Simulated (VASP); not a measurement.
## Rh: single point with PBEsol

Crystal: Rh.

```xyz
2
Lattice="2.6490 0.0000 0.0000 -1.3245 2.2941 0.0000 0.0000 0.0000 4.5613" Properties=species:S:1:pos:R:3 pbc="T T T"
Rh    1.3245    0.7647    3.4210
Rh    0.0000    1.5294    1.1403
```

This cell differs from its parent crystal: strain -0.030 along x and y, +0.030 along z.

- Program: VASP 6.6.1
- Task: single point
- Functional: PBEsol
- Potentials or basis: VASP PAW PBE potentials, release 64 (Rh_pv)
- Cutoff: 520 eV
- k mesh: 21 × 21 × 12
- Occupations: gaussian, width 0.15 eV
- Spin: no spin polarisation

| Quantity | Value |
| --- | --- |
| Pressure | -5.2 GPa |
| Band gap on the k mesh | zero (bands 15 and 16 overlap by 2.50 eV) |

Stress tensor (GPa, compression positive):
```
  0.57   0.00   0.00
  0.00   0.57   0.00
  0.00   0.00 -16.85
```

Levels at points of the mesh, in eV from the Fermi level:
| k point | band 13 | band 14 | band 15 | band 16 | band 17 | band 18 |
| --- | --- | --- | --- | --- | --- | --- |
| (0.00, 0.00, 0.00) | -2.56 | -1.41 | -1.41 | 0.11 | 0.23 | 0.23 |
| (0.00, 0.00, 0.50) | -2.97 | -2.97 | -0.34 | -0.34 | -0.34 | -0.34 |

It took 100 s on 1 thread of Intel(R) Xeon(R) Platinum 8488C (Sapphire Rapids) (shared host), peak memory 0.27 GiB.

Caveat: the cell differs from its parent crystal (strain -0.030 along x and y, +0.030 along z); the stress differs along the axes, from -17 to 1 GPa; the PAW data sets were made with another functional, which shifts forces and pressure a little.
